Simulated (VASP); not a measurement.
Here is a VASP 6.6.1 calculation.

POSCAR

```
NaSnF3
1.0
    4.8180254916      0.0000000000      0.0000000000
    0.0000000000      4.8180254916      0.0000000000
    0.0000000000      0.0000000000      4.8180254916
Na Sn F
1 1 3
Direct
    0.0000000000      0.0000000000      0.0000000000
    0.5000000000      0.5000000000      0.5000000000
    0.5000000000      0.5000000000      0.0000000000
    0.5000000000      0.0000000000      0.5000000000
    0.0000000000      0.5000000000      0.5000000000
```

The input INCAR.step1:

```
PREC = Accurate
ENCUT = 520
ISMEAR = 0
SIGMA = 0.01
LREAL = F
LASPH = T
NELM = 60
NBANDS = 29
GGA = PE
ALGO = Normal
EDIFF = 1E-4
LWAVE = T
LCHARG = F
```

File INCAR.step2:

```
PREC = Accurate
ENCUT = 520
EDIFF = 1E-7
ISMEAR = 0
SIGMA = 0.01
LREAL = F
LASPH = T
NELM = 60
ALGO = Normal
ISIF = 2
LWAVE = F
LCHARG = T
METAGGA = R2SCAN
LMIXTAU = T
LELF = T
LVHAR = T
NBANDS = 29
ISTART = 1
```

File KPOINTS:

```
regular mesh
0
Gamma
  6 6 6
```

Potentials or basis: VASP PAW PBE potentials, release 64 (Na_pv, Sn_d, F).

The run is started by

```sh
$ cat potpaw_PBE.64/Na_pv/POTCAR potpaw_PBE.64/Sn_d/POTCAR potpaw_PBE.64/F/POTCAR > POTCAR
$ cp INCAR.step1 INCAR
$ mpirun -np 1 vasp_std > vasp.out
$ cp INCAR.step2 INCAR
$ mpirun -np 1 vasp_std > vasp.out
```

**Question.** Predict the band gap on the k mesh.

**Answer.** 1.81 eV (least direct gap 2.55 eV).

**Question.** Predict the pressure.

**Answer.** -4.2 GPa.

Caveat: the cell differs from its parent crystal (strain +4.0%); the cell stands under tension; the PAW data sets were made with another functional, which shifts forces and pressure a little; spin-orbit coupling is left out, which moves the levels of the heavy elements. A k mesh can miss the band edges.
